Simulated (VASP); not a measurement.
The system is Al.

```
CELL_PARAMETERS angstrom
2.81246 0.00000 0.00000
-1.40623 2.43566 0.00000
0.00000 0.00000 4.86685
ATOMIC_POSITIONS crystal
Al 0.33333 0.66667 0.25000
Al 0.66667 0.33333 0.75000
```

This isn't the form of Al at room conditions, which is fcc.

- Program: VASP 6.6.1
- Task: relaxation of cell and atoms
- Functional: HF
- Potentials or basis: VASP PAW PBE potentials, release 64 (Al)
- Cutoff: 600 eV
- k mesh: 6 × 6 × 3
- Occupations: fermi-dirac, width 0.05 eV
- Spin: no spin polarisation

At the start: pressure 14.8 GPa; volume 16.67 Å³/atom.

**Question.** Where does the relaxation end?

**Answer.** Over 8 steps the energy falls by 183.9 meV/atom and the volume is 21.70 Å³/atom (+30.2 %); space group P6_3/mmc (No. 194, to 0.1 Å) before and after.

The path:
```csv
step,energy change (eV),largest force (eV/Å),pressure (GPa),volume (Å³)
1,0.0000,0.0000,14.77,33.34
2,-0.3560,0.0000,1.75,41.31
3,-0.3630,0.0000,-0.49,44.44
4,-0.3655,0.0000,0.13,43.41
5,-0.3655,0.0000,0.26,43.20
6,-0.3677,0.0000,0.01,43.45
7,-0.3679,0.0000,0.06,43.40
8,-0.3679,0.0000,0.07,43.39
```

Final structure:
```
CELL_PARAMETERS angstrom
3.09322 0.00000 0.00000
-1.54661 2.67880 0.00000
0.00000 0.00000 5.23666
ATOMIC_POSITIONS crystal
Al 0.33333 0.66667 0.25000
Al 0.66667 0.33333 0.75000
```

Caveat: the k points lie up to 0.40 Å⁻¹ apart in the final cell, too coarse for converged energies and pressures of a metal; the volume moved by over 15 % at a fixed basis, so the end points are rough; the PAW data sets were made with another functional, which shifts forces and pressure a little.
